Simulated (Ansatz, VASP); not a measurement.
**WS2 in VASP and in Ansatz**

```
S W
1.0
     3.15955    0.00000    0.00000
    -1.57977    2.73625    0.00000
     0.00000    0.00000   23.80426
S W
4 2
Direct
  0.33333 0.66667 0.18904
  0.33333 0.66667 0.32146
  0.83333 0.00000 0.48068
  0.83333 0.00000 0.61309
  0.66667 0.33333 0.25525
  0.50000 0.33333 0.54689
```

Alike in both runs: task single point; functional PBE; dispersion D3(BJ); k mesh 9 × 9 × 1; occupations gaussian, width 0.05 eV; no spin polarisation.

```csv
,VASP,Ansatz
version,VASP 6.6.1,Ansatz 0.2.0
potentials or method,"VASP PAW PBE potentials, release 64 (S, W_sv), cutoff 520 eV","scalar-relativistic, plane waves, PAW"
valence electrons in the cell,52,52
```

Ansatz gave:

| Item | Value |
| --- | --- |
| gap on the k mesh at the Fermi level (eV) | 1.84 |
| least direct gap on the mesh (eV) | 1.92 |
| rms of the force components (eV/Å) | 0.026 |

**Question.** What did VASP give for the same quantities?

**Answer.** gap on the k mesh at the Fermi level (eV): 1.85; least direct gap on the mesh (eV): 1.92; rms of the force components (eV/Å): 0.026.

Neither program's run includes spin-orbit coupling.
